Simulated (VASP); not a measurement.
Write the native input for VASP 6.6.1 that does the following.

| Property | Result |
| --- | --- |
| Task | electric field gradients |
| Functional | PBEsol |
| Potentials or basis | VASP PAW PBE potentials, release 64 (Li_sv) |
| Cutoff | 520 eV |
| k mesh | 15 × 15 × 8 |
| Occupations | fermi-dirac, width 0.03 eV |
| Spin | no spin polarisation |
| Dipole correction | no |
| Further INCAR settings | ALGO = Normal; EDIFF = 1e-08; NBANDS = 10 |

The structure of Li lies in POSCAR:

```
Li
1.0
    3.1213377828      0.0000000000      0.0000000000
   -1.5606688914      2.7031578137      0.0000000000
    0.0000000000      0.0000000000      5.1099203901
Li
2
Direct
    0.3333333333      0.6666666667      0.2500000000
    0.6666666667      0.3333333333      0.7500000000
```

This isn't the form of Li at room conditions, which is bcc.

These files were run (other wordings do the same):

INCAR

```
SYSTEM = Li
PREC     = Accurate       ! precision mode
ENCUT    = 520            ! plane-wave cutoff, eV
EDIFF    = 1E-8           ! SCF threshold, eV
ISMEAR   = -1             ! smearing method
SIGMA    = 0.03           ! smearing width, eV
LREAL    = .False.        ! projectors in reciprocal space
LASPH    = .True.         ! aspherical terms in the spheres
NELM     = 60             ! most SCF steps
ALGO     = Normal         ! electronic algorithm
ISIF     = 2              ! what is computed and relaxed
LWAVE    = .False.        ! write WAVECAR
LCHARG   = .False.        ! write CHGCAR
GGA      = PS             ! functional
LEFG     = .True.       
NBANDS   = 10             ! bands
```

KPOINTS

```
Automatic mesh
0
Gamma
  15 15 8
  0 0 0
```

Potentials or basis: VASP PAW PBE potentials, release 64 (Li_sv).

Run with:

```console
$ cat potpaw_PBE.64/Li_sv/POTCAR > POTCAR
$ mpirun -np 1 vasp_std > vasp.out
```

It gave:

```
Band gap on the k mesh                  : zero (bands 3 and 4 overlap by 4.49 eV)
Largest electric field gradient by atom : zero within the noise of the run
```

Wall time 16 s on 1 thread of Intel(R) Xeon(R) Platinum 8559C (Emerald Rapids), with other jobs on the host, peak memory 0.17 GiB.
